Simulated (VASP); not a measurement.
# Mg4O4 in VASP: single point with PBE

Aim: the single point of Mg4O4 with PBE.

All numbers are computed with VASP 6.6.1; they aren't measurements. Logs are shortened: lines on timing, memory, paths and dates and some standing lists are left out, and cuts for length are marked.

## 1. The cell of the first run

The cell holds a cluster in a box, 8 atoms: a = 11.800 Å, b = 11.700 Å, c = 12.200 Å, α = 90.00°, β = 90.00°, γ = 90.00°.

## 2. Single point, PBE, collinear spin, ferromagnetic start

Contents of INCAR:

```
PREC = Accurate
ENCUT = 520
EDIFF = 1E-6
ISMEAR = 0
SIGMA = 0.05
LREAL = False
LASPH = True
NELM = 150
ALGO = Normal
ISIF = 2
LWAVE = False
LCHARG = True
ISPIN = 2
MAGMOM = 0.4 0.4 0.4 0.4 0.4 0.4 0.4 0.4
LORBIT = 11
GGA = PE
LELF = True
LVHAR = True
NBANDS = 30
```

Contents of KPOINTS:

```
Automatic mesh
0
Gamma
  1 1 1
```

Contents of POSCAR:

```
MgO
1.0
   11.8000000000      0.0000000000      0.0000000000
    0.0000000000     11.7000000000      0.0000000000
    0.0000000000      0.0000000000     12.2000000000
Mg O
4 4
Direct
    0.4998086077      0.4587021362      0.6307785768
    0.3710758124      0.4667064720      0.4551822640
    0.5589108468      0.3462425371      0.4533909071
    0.5684915784      0.5704105026      0.4562235789
    0.4994412547      0.4625252498      0.3523936667
    0.4231993447      0.3386077075      0.5460472813
    0.6422850176      0.4536293107      0.5471803945
    0.4338890035      0.5873403281      0.5492064841
```

Potentials or basis: VASP PAW PBE potentials, release 64 (Mg, O).

Launch:

```bash
$ cat potpaw_PBE.64/Mg/POTCAR potpaw_PBE.64/O/POTCAR > POTCAR
$ mpirun -np 1 vasp_gam > vasp.out
```

OUTCAR:

```text
PREC = Accurate
   ENCUT = 520
   EDIFF = 1E-6
   ISMEAR = 0
   LREAL = False
   LASPH = True
   NELM = 150
   ISIF = 2
   ISPIN = 2
   LORBIT = 11
   GGA = PE

 ion  position               nearest neighbor table
   1  0.500  0.459  0.631-   6 1.96   8 1.96   7 1.97   4 2.63   3 2.63   2 2.63
   2  0.371  0.467  0.455-   6 1.96   8 1.96   5 1.97   4 2.63   3 2.63   1 2.63
   3  0.559  0.346  0.453-   6 1.96   7 1.96   5 1.97   4 2.63   2 2.63   1 2.63
   4  0.568  0.570  0.456-   8 1.96   7 1.96   5 1.97   3 2.63   2 2.63   1 2.63
   5  0.499  0.463  0.352-   3 1.97   4 1.97   2 1.97
   6  0.423  0.339  0.546-   3 1.96   2 1.96   1 1.96
   7  0.642  0.454  0.547-   3 1.96   4 1.96   1 1.97
   8  0.434  0.587  0.549-   4 1.96   2 1.96   1 1.96

  LATTYP: Found a simple orthorhombic cell.
 ALAT       =    11.7000000000
 B/A-ratio  =     1.0085470085
 C/A-ratio  =     1.0427350427

  Lattice vectors:

 A1 = (   0.0000000000, -11.7000000000,   0.0000000000)
 A2 = (  11.8000000000,   0.0000000000,   0.0000000000)
 A3 = (   0.0000000000,   0.0000000000,  12.2000000000)

Analysis of symmetry for initial positions (statically):
=====================================================================
 Subroutine PRICEL returns:
 Original cell was already a primitive cell.

 Routine SETGRP: Setting up the symmetry group for a
 simple orthorhombic supercell.

 Subroutine GETGRP returns: Found  1 space group operations
 (whereof  1 operations were pure point group operations)
 out of a pool of  8 trial point group operations.

The static configuration has the point symmetry C_1 .

Analysis of symmetry for dynamics (positions and initial velocities):
=====================================================================
 Subroutine PRICEL returns:
 Original cell was already a primitive cell.

 Routine SETGRP: Setting up the symmetry group for a
 simple orthorhombic supercell.

 Subroutine GETGRP returns: Found  1 space group operations
 (whereof  1 operations were pure point group operations)
 out of a pool of  8 trial point group operations.

The dynamic configuration has the point symmetry C_1 .

Analysis of structural, dynamic, and magnetic symmetry:
=====================================================================
 Subroutine PRICEL returns:
 Original cell was already a primitive cell.

 Routine SETGRP: Setting up the symmetry group for a
 simple orthorhombic supercell.

 Subroutine GETGRP returns: Found  1 space group operations
 (whereof  1 operations were pure point group operations)
 out of a pool of  8 trial point group operations.

The overall configuration has the point symmetry C_1 .

 Subroutine INISYM returns: Found  1 space group operations
 (whereof  1 operations are pure point group operations),
 and found     1 'primitive' translations

----------------------------------------------------------------------------------------

                                     Primitive cell

  volume of cell :    1684.3320

  direct lattice vectors                    reciprocal lattice vectors
    11.800000000  0.000000000  0.000000000     0.084745763  0.000000000  0.000000000
     0.000000000 11.700000000  0.000000000     0.000000000  0.085470085  0.000000000
     0.000000000  0.000000000 12.200000000     0.000000000  0.000000000  0.081967213

  length of vectors
    11.800000000 11.700000000 12.200000000     0.084745763  0.085470085  0.081967213

  position of ions in fractional coordinates (direct lattice)
     0.499808608  0.458702136  0.630778577
     0.371075812  0.466706472  0.455182264
     0.558910847  0.346242537  0.453390907
     0.568491578  0.570410503  0.456223579
     0.499441255  0.462525250  0.352393667
     0.423199345  0.338607708  0.546047281
     0.642285018  0.453629311  0.547180395
     0.433889003  0.587340328  0.549206484

  ion indices of the primitive-cell ions
   primitive index   ion index
                 1           1
                 2           2
                 3           3
                 4           4
                 5           5
                 6           6
                 7           7
                 8           8

----------------------------------------------------------------------------------------

 KPOINTS: Automatic mesh

Automatic generation of k-mesh.
 Grid dimensions read from file:
 generate k-points for:    1    1    1

 Generating k-lattice:

  Cartesian coordinates                     Fractional coordinates (reciprocal lattice)
     0.084745763  0.000000000  0.000000000     1.000000000  0.000000000  0.000000000
     0.000000000  0.085470085  0.000000000     0.000000000  1.000000000  0.000000000
     0.000000000  0.000000000  0.081967213     0.000000000  0.000000000  1.000000000

  Length of vectors
     0.084745763  0.085470085  0.081967213

  Shift w.r.t. Gamma in fractional coordinates (k-lattice)
     0.000000000  0.000000000  0.000000000

 Subroutine IBZKPT returns following result:
 ===========================================

 Found      1 irreducible k-points:

 Following reciprocal coordinates:
            Coordinates               Weight
  0.000000  0.000000  0.000000      1.000000
   k-points           NKPTS =      1   k-points in BZ     NKDIM =      1   number of bands    NBANDS=     30
   number of dos      NEDOS =    301   number of ions     NIONS =      8
   total plane-waves  NPLWV = 777600
   dimension x,y,z NGX =    90 NGY =   90 NGZ =   96
   dimension x,y,z NGXF=   180 NGYF=  180 NGZF=  192
   ions per type =               4   4
   NGX,Y,Z   is equivalent  to a cutoff of  12.68, 12.79, 13.08 a.u.
   NGXF,Y,Z  is equivalent  to a cutoff of  25.36, 25.58, 26.16 a.u.
 SYSTEM =  unknown system
   PREC   = accura    normal or accurate (medium, high low for compatibility)
   ISTART =      0    job   : 0-new  1-cont  2-samecut
   ICHARG =      2    charge: 1-file 2-atom 10-const
   ISPIN  =      2    spin polarized calculation?
   LNONCOLLINEAR =      F non collinear calculations
   LSORBIT =      F    spin-orbit coupling
   LASPH  =      T    aspherical Exc in radial PAW
   ENCUT  =  520.0 eV  38.22 Ry    6.18 a.u.  21.94 21.75 22.68*2*pi/ulx,y,z
   NELM   =    150;   NELMIN=  2; NELMDL= -5     # of ELM steps
   EDIFF  = 0.1E-05   stopping-criterion for ELM
   LREAL  =      F    real-space projection
   EDIFFG = 0.1E-04   stopping-criterion for IOM
   NSW    =      0    number of steps for IOM
   IBRION =     -1    ionic relax: 0-MD 1-quasi-New 2-CG
   NFREE  =      0    steps in history (QN), initial steepest desc. (CG)
   ISIF   =      2    stress and relaxation
   ISYM   =      2    0-nonsym 1-usesym 2-fastsym
   POTIM  = 0.5000    time-step for ionic-motion
   TEBEG  =    0.0;   TEEND  =   0.0 temperature during run
   PSTRESS=    0.0 pullay stress
   NELECT =      32.0000    total number of electrons
   NUPDOWN=      -1.0000    fix difference up-down
   EMIN   =  10.00;   EMAX   =-10.00  energy-range for DOS
   EFERMI =   0.00;   METHOD = LEGACY
   ISMEAR =     0;   SIGMA  =   0.05  broadening in eV -4-tet -1-fermi 0-gaus
   EFERMI_NEDOS =   21; number of points for ismear=-14 and -15
   IALGO  =     38    algorithm
   IMIX   =      4    mixing-type and parameters
     AMIX     =   0.40;   BMIX     =  1.00
     AMIX_MAG =   1.60;   BMIX_MAG =  1.00
  volume/ion in A,a.u.               =     210.54      1420.80
  Fermi-wavevector in a.u.,A,eV,Ry     =   0.436833  0.825495  2.596307  0.190823
  Thomas-Fermi vector in A             =   1.409327
   LORBIT       =     11    0 simple, 1 ext, 2 COOP (PROOUT), +10 PAW based schemes
   GGA     = PE    functional components
   LHFCALC =     F    Hartree Fock is set to
   AEXX    =    0.0000 exact exchange contribution
   IVDW    =     0    specifies the selected vdW correction
   LEPSILON=     F    determine dielectric tensor
   LRPA    =     F    only Hartree local field effects (RPA)
 spin polarized calculation
 Gauss-broadening in eV      SIGMA  =   0.05
  energy-cutoff  :      520.00
  volume of cell :     1684.33
 maximum number of plane-waves:     22669
 NGX is ok and might be reduce to    90
   NGX = 43   NGY = 43   NGZ = 45

 number of electron      32.0000002 magnetization      -0.0001309

 number of electron      32.0000002 magnetization       0.0000011

 Free energy of the ion-electron system (eV)
  ---------------------------------------------------
  ext. energy  EPLUGINS =         0.00000000
  ---------------------------------------------------
  free energy    TOTEN  =       -36.78726169 eV

  energy without entropy =      -36.78726169  energy(sigma->0) =      -36.78726169

 E-fermi :  -4.2425     XC(G=0):  -1.2326

 val. band max:       -4.4974565533   @ k =   0.0000   0.0000   0.0000
 cond. band min:      -2.2303070906   @ k =   0.0000   0.0000   0.0000
 fundamental gap:      2.2671494627
 Fermi energy:        -4.2424947602

 spin component 1

 k-point     1 :       0.0000    0.0000    0.0000
  band No.  band energies     occupation
      1     -20.1956      1.00000
      2     -19.5807      1.00000
      3     -19.5734      1.00000
      4     -19.5666      1.00000
      5      -6.7274      1.00000
      6      -6.3696      1.00000
[... 20 lines left out ...]
     27       1.2730      0.00000
     28       1.4343      0.00000
 Fermi energy:        -4.2424947602

 spin component 2

 k-point     1 :       0.0000    0.0000    0.0000
  band No.  band energies     occupation
      1     -20.1956      1.00000
      2     -19.5806      1.00000
      3     -19.5734      1.00000
      4     -19.5666      1.00000
      5      -6.7274      1.00000
      6      -6.3696      1.00000
[... 20 lines left out ...]
     27       1.2791      0.00000
     28       1.4366      0.00000
 [bands above 28 left out]

------------------------ aborting loop because EDIFF is reached ----------------------------------------

  FORCE on cell =-STRESS in cart. coord.  units (eV):
  Direction    XX          YY          ZZ          XY          YZ          ZX
  --------------------------------------------------------------------------------------
  -------------------------------------------------------------------------------------
  Total       -0.1326096     -0.0403202     -0.1512439     -0.0081825     -0.0056239      0.0145642
  in kB       -0.1261414     -0.0383535     -0.1438669     -0.0077834     -0.0053496      0.0138539
  external PRESSURE =      -0.1027873 kB  Pullay stress =       0.0000000 kB

 VOLUME and BASIS-vectors are now :
 -----------------------------------------------------------------------------
  energy-cutoff  :      520.00
  volume of cell :     1684.33
      direct lattice vectors                 reciprocal lattice vectors
    11.800000000  0.000000000  0.000000000     0.084745763  0.000000000  0.000000000
     0.000000000 11.700000000  0.000000000     0.000000000  0.085470085  0.000000000
     0.000000000  0.000000000 12.200000000     0.000000000  0.000000000  0.081967213

 POSITION                                       TOTAL-FORCE (eV/Angst)
 -----------------------------------------------------------------------------------
      5.89774      5.36681      7.69550         0.001916      0.000025     -0.059639
      4.37869      5.46047      5.55322         0.054684     -0.000414      0.019398
      6.59515      4.05104      5.53137        -0.029537      0.046201      0.018462
      6.70820      6.67380      5.56593        -0.030328     -0.047929      0.016069
      5.89341      5.41155      4.29920        -0.001266      0.002587     -0.041975
      4.99375      3.96171      6.66178        -0.016553     -0.036924      0.017132
      7.57896      5.30746      6.67560         0.038478      0.000393      0.015891
      5.11989      6.87188      6.70032        -0.017395      0.036061      0.014661
 -----------------------------------------------------------------------------------
    total drift:                                0.000121      0.000136     -0.000010

  FREE ENERGIE OF THE ION-ELECTRON SYSTEM (eV)
  ---------------------------------------------------
  free  energy   TOTEN  =       -36.7872616856 eV

  energy  without entropy=      -36.7872616856  energy(sigma->0) =      -36.78726169

 total charge

# of ion       s       p       d       tot
------------------------------------------
    1        0.182   0.170   0.073   0.425
    2        0.183   0.170   0.073   0.426
    3        0.183   0.171   0.073   0.427
    4        0.183   0.171   0.073   0.427
    5        1.553   3.451   0.000   5.004
    6        1.553   3.452   0.000   5.006
    7        1.553   3.451   0.000   5.005
    8        1.553   3.452   0.000   5.005
--------------------------------------------------
tot          6.944  14.487   0.293  21.724

 magnetization (x)

# of ion       s       p       d       tot
------------------------------------------
    1        0.000   0.000  -0.000   0.000
    2       -0.000  -0.000  -0.000  -0.000
    3        0.000  -0.000  -0.000  -0.000
    4       -0.000  -0.000  -0.000  -0.000
    5       -0.000  -0.000   0.000  -0.000
    6       -0.000  -0.000   0.000  -0.000
    7        0.000  -0.000   0.000  -0.000
    8       -0.000  -0.000   0.000  -0.000
--------------------------------------------------
tot         -0.000  -0.000  -0.000  -0.000
```

Run time: 7.7 min. Hardware: 1 thread of AMD EPYC 7R43 (Zen 3), shared host; peak memory 1.7 GiB.

Results:

- Free energy: -36.7873 eV
- Largest force: 0.060 eV/Å
- Gap between the frontier levels: 2.27 eV
- Net moment: 0.00 μB per cell
- Valence electrons inside the program's atomic spheres: Mg 0.42, 0.43; O 5.00, 5.01

Forces on the atoms (eV/Å):
```
Mg   0.002  0.000 -0.060
Mg   0.055  0.000  0.019
Mg  -0.030  0.046  0.018
Mg  -0.030 -0.048  0.016
O   -0.001  0.003 -0.042
O   -0.017 -0.037  0.017
O    0.038  0.000  0.016
O   -0.017  0.036  0.015
```

Levels at points of the mesh, in eV from the valence-band top:
Spin up:
| k point | band 13 | band 14 | band 15 | band 16 | band 17 | band 18 | band 19 | band 20 |
| --- | --- | --- | --- | --- | --- | --- | --- | --- |
| (0.00, 0.00, 0.00) | -0.38 | -0.02 | -0.01 | 0.00 | 2.27 | 3.47 | 3.48 | 3.50 |
Spin down:
```csv
k point,band 13,band 14,band 15,band 16,band 17,band 18,band 19,band 20
"(0.00, 0.00, 0.00)",-0.38,-0.02,-0.01,0.00,2.27,3.47,3.48,3.50
```
